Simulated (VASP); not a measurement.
# TaN (NiAs type) (P6_3/mmc) in VASP: relaxation of cell and atoms with PBE

Aim: the relaxation of cell and atoms of TaN (NiAs type) with PBE.

All numbers are computed with VASP 6.6.1; they aren't measurements. Logs are shortened: lines on timing, memory, paths and dates and some standing lists are left out, and cuts for length are marked.

**1. The cell of the first run**

The structure is hexagonal, space group P6_3/mmc (No. 194). Conventional cell: a = 3.178 Å, b = 3.178 Å, c = 4.927 Å, α = 90.00°, β = 90.00°, γ = 120.00°. Within 2.9 Å of Ta (site symmetry -3m) lie 6 N at 2.21 Å and 2 Ta at 2.46 Å. Within 2.9 Å of N (site symmetry -6m2) lie 6 Ta at 2.21 Å.

**2. Relaxation of cell and atoms, PBE, target pressure -0.091 GPa, at which the enthalpy is minimised**

File INCAR:

```
SYSTEM = TaN
PREC     = Accurate       ! precision mode
ENCUT    = 600            ! plane-wave cutoff, eV
EDIFF    = 1E-6           ! SCF threshold, eV
ISMEAR   = -1             ! smearing method
SIGMA    = 0.08           ! smearing width, eV
LREAL    = .False.        ! projectors in reciprocal space
LASPH    = .True.         ! aspherical terms in the spheres
NELM     = 60             ! most SCF steps
ALGO     = Normal         ! electronic algorithm
ISIF     = 3              ! what is computed and relaxed
LWAVE    = .False.        ! write WAVECAR
LCHARG   = .False.        ! write CHGCAR
GGA      = PE             ! functional
IBRION   = 2              ! ionic algorithm
NSW      = 60             ! ionic steps
EDIFFG   = -0.005         ! ionic threshold
PSTRESS  = -0.9099999999999999
```

File KPOINTS:

```
regular mesh
0
Gamma
  10 10 6
  0 0 0
```

File POSCAR:

```
TaN
1.0
    3.1784099318      0.0000000000      0.0000000000
   -1.5892049659      2.7525837446      0.0000000000
    0.0000000000      0.0000000000      4.9265353944
Ta N
2 2
Direct
    0.0000000000      0.0000000000      0.0000000000
    0.0000000000      0.0000000000      0.5000000000
    0.3333333333      0.6666666667      0.2500000000
    0.6666666667      0.3333333333      0.7500000000
```

Potentials or basis: VASP PAW PBE potentials, release 64 (Ta_pv, N).

Started as:

```console
$ cat potpaw_PBE.64/Ta_pv/POTCAR potpaw_PBE.64/N/POTCAR > POTCAR
$ mpirun -np 1 vasp_std > vasp.out
```

OUTCAR:

```text
SYSTEM = TaN
   PREC = Accurate
   ENCUT = 600
   EDIFF = 1E-6
   ISMEAR = -1
   LREAL = .False.
   LASPH = .True.
   NELM = 60
   ISIF = 3
   GGA = PE
   IBRION = 2
   NSW = 60
   EDIFFG = -0.005
   PSTRESS = -0.9099999999999999

 ion  position               nearest neighbor table
   1  0.000  0.000  0.000-   3 2.21   4 2.21   4 2.21   3 2.21   4 2.21   3 2.21   2 2.46   2 2.46

   2  0.000  0.000  0.500-   3 2.21   4 2.21   4 2.21   3 2.21   4 2.21   3 2.21   1 2.46   1 2.46

   3  0.333  0.667  0.250-   1 2.21   2 2.21   1 2.21   2 2.21   1 2.21   2 2.21
   4  0.667  0.333  0.750-   1 2.21   2 2.21   1 2.21   2 2.21   1 2.21   2 2.21

  LATTYP: Found a hexagonal cell.
 ALAT       =     3.1784099318
 C/A-ratio  =     1.5500000000

  Lattice vectors:

 A1 = (   3.1784099318,   0.0000000000,   0.0000000000)
 A2 = (  -1.5892049659,   2.7525837446,   0.0000000000)
 A3 = (   0.0000000000,   0.0000000000,   4.9265353944)

Analysis of symmetry for initial positions (statically):
=====================================================================
 Subroutine PRICEL returns:
 Original cell was already a primitive cell.

 Routine SETGRP: Setting up the symmetry group for a
 hexagonal supercell.

 Subroutine GETGRP returns: Found 24 space group operations
 (whereof 12 operations were pure point group operations)
 out of a pool of 24 trial point group operations.

The static configuration has the point symmetry D_3d.
 The point group associated with its full space group is D_6h.

Analysis of symmetry for dynamics (positions and initial velocities):
=====================================================================
 Subroutine PRICEL returns:
 Original cell was already a primitive cell.

 Routine SETGRP: Setting up the symmetry group for a
 hexagonal supercell.

 Subroutine GETGRP returns: Found 24 space group operations
 (whereof 12 operations were pure point group operations)
 out of a pool of 24 trial point group operations.

The dynamic configuration has the point symmetry D_3d.
 The point group associated with its full space group is D_6h.

 Subroutine INISYM returns: Found 24 space group operations
 (whereof 12 operations are pure point group operations),
 and found     1 'primitive' translations

----------------------------------------------------------------------------------------

                                     Primitive cell

  volume of cell :      43.1015

  direct lattice vectors                    reciprocal lattice vectors
     3.178409932  0.000000000  0.000000000     0.314622727  0.181647516  0.000000000
    -1.589204966  2.752583745  0.000000000     0.000000000  0.363295032  0.000000000
     0.000000000  0.000000000  4.926535394     0.000000000  0.000000000  0.202982404

  length of vectors
     3.178409932  3.178409932  4.926535394     0.363295032  0.363295032  0.202982404

  position of ions in fractional coordinates (direct lattice)
     0.000000000  0.000000000  0.000000000
     0.000000000  0.000000000  0.500000000
     0.333333333  0.666666667  0.250000000
     0.666666667  0.333333333  0.750000000

  ion indices of the primitive-cell ions
   primitive index   ion index
                 1           1
                 2           2
                 3           3
                 4           4

----------------------------------------------------------------------------------------

 KPOINTS: regular mesh

Automatic generation of k-mesh.
 Grid dimensions read from file:
 generate k-points for:   10   10    6

 Generating k-lattice:

  Cartesian coordinates                     Fractional coordinates (reciprocal lattice)
     0.031462273  0.018164752  0.000000000     0.100000000  0.000000000  0.000000000
     0.000000000  0.036329503  0.000000000     0.000000000  0.100000000  0.000000000
     0.000000000  0.000000000  0.033830401     0.000000000  0.000000000  0.166666667

  Length of vectors
     0.036329503  0.036329503  0.033830401

  Shift w.r.t. Gamma in fractional coordinates (k-lattice)
     0.000000000  0.000000000  0.000000000

 Subroutine IBZKPT returns following result:
 ===========================================

 Found     56 irreducible k-points:

 Following reciprocal coordinates:
            Coordinates               Weight
  0.000000  0.000000  0.000000      1.000000
  0.100000  0.000000  0.000000      6.000000
  0.200000  0.000000  0.000000      6.000000
  0.300000  0.000000  0.000000      6.000000
  0.400000  0.000000  0.000000      6.000000
  0.500000  0.000000  0.000000      3.000000
[... 16 lines left out ...]
  0.300000  0.100000  0.166667     24.000000
  0.400000  0.100000  0.166667     24.000000
 [... further k-points ...]
   k-points           NKPTS =     56   k-points in BZ     NKDIM =     56   number of bands    NBANDS=     20
   number of dos      NEDOS =    301   number of ions     NIONS =      4
   total plane-waves  NPLWV =  31360
   dimension x,y,z NGX =    28 NGY =   28 NGZ =   40
   dimension x,y,z NGXF=    56 NGYF=   56 NGZF=   80
   ions per type =               2   2
   NGX,Y,Z   is equivalent  to a cutoff of  14.65, 14.65, 13.50 a.u.
   NGXF,Y,Z  is equivalent  to a cutoff of  29.29, 29.29, 27.00 a.u.
 SYSTEM =  TaN
   PREC   = accura    normal or accurate (medium, high low for compatibility)
   ISTART =      0    job   : 0-new  1-cont  2-samecut
   ICHARG =      2    charge: 1-file 2-atom 10-const
   ISPIN  =      1    spin polarized calculation?
   LNONCOLLINEAR =      F non collinear calculations
   LSORBIT =      F    spin-orbit coupling
   LASPH  =      T    aspherical Exc in radial PAW
   ENCUT  =  600.0 eV  44.10 Ry    6.64 a.u.   6.35  6.35  9.84*2*pi/ulx,y,z
   NELM   =     60;   NELMIN=  2; NELMDL= -5     # of ELM steps
   EDIFF  = 0.1E-05   stopping-criterion for ELM
   LREAL  =      F    real-space projection
   EDIFFG = -.5E-02   stopping-criterion for IOM
   NSW    =     60    number of steps for IOM
   IBRION =      2    ionic relax: 0-MD 1-quasi-New 2-CG
   NFREE  =      1    steps in history (QN), initial steepest desc. (CG)
   ISIF   =      3    stress and relaxation
   ISYM   =      2    0-nonsym 1-usesym 2-fastsym
   POTIM  = 0.5000    time-step for ionic-motion
   TEBEG  =    0.0;   TEEND  =   0.0 temperature during run
   PSTRESS=   -0.9 pullay stress
   NELECT =      32.0000    total number of electrons
   NUPDOWN=      -1.0000    fix difference up-down
   EMIN   =  10.00;   EMAX   =-10.00  energy-range for DOS
   EFERMI =   0.00;   METHOD = LEGACY
   ISMEAR =    -1;   SIGMA  =   0.08  broadening in eV -4-tet -1-fermi 0-gaus
   EFERMI_NEDOS =   21; number of points for ismear=-14 and -15
   IALGO  =     38    algorithm
   IMIX   =      4    mixing-type and parameters
     AMIX     =   0.40;   BMIX     =  1.00
     AMIX_MAG =   1.60;   BMIX_MAG =  1.00
  volume/ion in A,a.u.               =      10.78        72.72
  Fermi-wavevector in a.u.,A,eV,Ry     =   1.482384  2.801300 29.898302  2.197463
  Thomas-Fermi vector in A             =   2.596177
   LORBIT       =      0    0 simple, 1 ext, 2 COOP (PROOUT), +10 PAW based schemes
   GGA     = PE    functional components
   LHFCALC =     F    Hartree Fock is set to
   AEXX    =    0.0000 exact exchange contribution
   IVDW    =     0    specifies the selected vdW correction
   LEPSILON=     F    determine dielectric tensor
   LRPA    =     F    only Hartree local field effects (RPA)
 conjugate gradient relaxation of ions
 non-spin polarized calculation
  energy-cutoff  :      600.00
  volume of cell :       43.10
 maximum number of plane-waves:      1456
 NGX is ok and might be reduce to    28
   NGX = 13   NGY = 13   NGZ = 19

--------------------------------------- Ionic step        1  -------------------------------------------

 number of electron      31.9999999 magnetization

 Free energy of the ion-electron system (eV)
  ---------------------------------------------------
  ext. energy  EPLUGINS =         0.00000000
  ---------------------------------------------------
  free energy    TOTEN  =       -41.69974404 eV

  energy without entropy =      -41.65347391  energy(sigma->0) =      -41.67660897

------------------------ aborting loop because EDIFF is reached ----------------------------------------

  FORCE on cell =-STRESS in cart. coord.  units (eV):
  Direction    XX          YY          ZZ          XY          YZ          ZX
  --------------------------------------------------------------------------------------
  -------------------------------------------------------------------------------------
  Total        0.2054655      0.2054655     20.3997876      0.0000000      0.0000000      0.0000000
  in kB        7.6376090      7.6376090    758.3054370      0.0000000      0.0000000      0.0000000
  external PRESSURE =     258.7702183 kB  Pullay stress =      -0.9100000 kB
[... 103 lines left out ...]
  energy  without entropy=      -42.8055033328  energy(sigma->0) =      -42.83352793

  enthalpy is  TOTEN    =       -42.8894313946 eV   P V=       -0.0278788744

[... ionic steps 4 to 13 ...]

--------------------------------------- Ionic step       14  -------------------------------------------

 number of electron      31.9999996 magnetization

------------------------ aborting loop because EDIFF is reached ----------------------------------------
[... 75 lines left out ...]
--------------------------------------- Ionic step       16  -------------------------------------------

 number of electron      31.9999996 magnetization

 Free energy of the ion-electron system (eV)
  ---------------------------------------------------
  ext. energy  EPLUGINS =         0.00000000
  ---------------------------------------------------
  free energy    TOTEN  =       -44.04466265 eV

  energy without entropy =      -44.02353071  energy(sigma->0) =      -44.03409668

 E-fermi :   8.1352     XC(G=0): -13.2780

 val. band max:        8.1182603566   @ k =   0.1000   0.0000   0.1667
 cond. band min:       8.1523133685   @ k =   0.3000   0.3000   0.1667
 fundamental gap:      0.0340530119
 Fermi energy:         8.1351559423

 k-point     1 :       0.0000    0.0000    0.0000
  band No.  band energies     occupation
      1     -27.4738      2.00000
      2     -26.7287      2.00000
      3     -26.4821      2.00000
      4     -26.4821      2.00000
      5     -26.4216      2.00000
      6     -26.4216      2.00000
[... 541 lines left out ...]
     19      12.1107      0.00000
     20      12.8816      0.00000

 [... further k-points ...]

------------------------ aborting loop because EDIFF is reached ----------------------------------------

  FORCE on cell =-STRESS in cart. coord.  units (eV):
  Direction    XX          YY          ZZ          XY          YZ          ZX
  --------------------------------------------------------------------------------------
  -------------------------------------------------------------------------------------
  Total       -0.0126782     -0.0126782     -0.0342039      0.0000000     -0.0000000      0.0000000
  in kB       -0.4652533     -0.4652533     -1.2551809      0.0000000     -0.0000000      0.0000000
  external PRESSURE =       0.1814375 kB  Pullay stress =      -0.9100000 kB
[... 23 lines left out ...]
  energy  without entropy=      -44.0235307141  energy(sigma->0) =      -44.03409668

  enthalpy is  TOTEN    =       -44.0694603171 eV   P V=       -0.0247976685

 reached required accuracy - stopping structural energy minimisation
```

Run time: 12 min. Hardware: 1 thread of Intel Xeon 8259CL, shared host; peak memory 0.23 GiB.

Results:

```
Free energy                                                : -44.0447 eV
Relaxed volume                                             : 10.91 Å³/atom
Relaxed cell                                               : a = 2.919 Å, b = 2.919 Å, c = 5.916 Å, α = 90.00°, β = 90.00°, γ = 120.00°
Space group after relaxing (to 0.1 Å)                      : P6_3/mmc (No. 194)
Energy change on relaxing (the run minimises the enthalpy) : -586.2 meV/atom
Ionic steps                                                : 16
Pressure after relaxing                                    : -0.1 GPa
Band gap on the k mesh                                     : zero (bands 16 and 17 overlap by 0.97 eV)
```

Step by step:
```tsv
step	energy change (eV)	largest force (eV/Å)	pressure (GPa)	volume (Å³)
1	0.0000	0.0000	25.79	43.10
2	-0.5867	0.0000	-42.86	54.02
3	-1.1618	0.0000	-23.34	49.08
4	-1.7363	0.0000	2.49	43.16
5	-2.2590	0.0000	-12.10	45.36
6	-2.2554	0.0000	-13.42	45.62
7	-2.2586	0.0000	-12.89	45.50
8	-2.0714	0.0000	26.11	40.93
9	-2.3436	0.0000	-1.14	43.82
10	-2.3437	0.0000	-0.79	43.77
11	-2.3437	0.0000	-0.51	43.74
12	-2.3447	0.0000	0.47	43.58
13	-2.3449	0.0000	0.13	43.63
14	-2.3449	0.0000	0.17	43.63
15	-2.3448	0.0000	-0.34	43.70
16	-2.3449	0.0000	-0.07	43.66
```

Final structure:
```
Ta N
1.0
     2.91924    0.00000    0.00000
    -1.45962    2.52813    0.00000
     0.00000    0.00000    5.91576
Ta N
2 2
Direct
  0.00000 0.00000 0.00000
  0.00000 0.00000 0.50000
  0.33333 0.66667 0.25000
  0.66667 0.33333 0.75000
```

Caveat: the cell is relaxed towards a set pressure, so the run minimises the enthalpy, not the energy; a cell axis changed by over 15 % at a fixed basis, so the end point is rough; spin-orbit coupling is left out, which moves the levels of the heavy elements.

The gap in the log of VASP goes by the Fermi energy; the results here count the filled bands.